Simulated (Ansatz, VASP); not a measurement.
**One calculation of GaN, two programs**

```
Ga N
1.0
     0.00000    2.24913    2.24913
     2.24913    0.00000    2.24913
     2.24913    2.24913    0.00000
Ga N
1 1
Direct
  0.00000 0.00000 0.00000
  0.25000 0.25000 0.25000
```

Alike in both runs: task single point; functional PBEsol; k mesh 8 × 8 × 8; non-collinear spin, spin-orbit coupling.

```csv
,VASP,Ansatz
version,VASP 6.6.1,Ansatz 0.2.0
potentials or method,"VASP PAW PBE potentials, release 64 (Ga_d, N)","PAW with Ansatz's default frozen-core files, fully relativistic files with spin-orbit coupling"
plane-wave cutoff (eV),520,420
occupations,"gaussian, width 0.01 eV",fixed
valence electrons in the cell,18,18
```

```tsv
	VASP	Ansatz	Ansatz less VASP
pressure (GPa)	-0.3	-0.1	+0.22
net moment per atom (μB)	0.00	0.00	0.000
```

VASP's potentials were made for PBE, not for PBEsol.
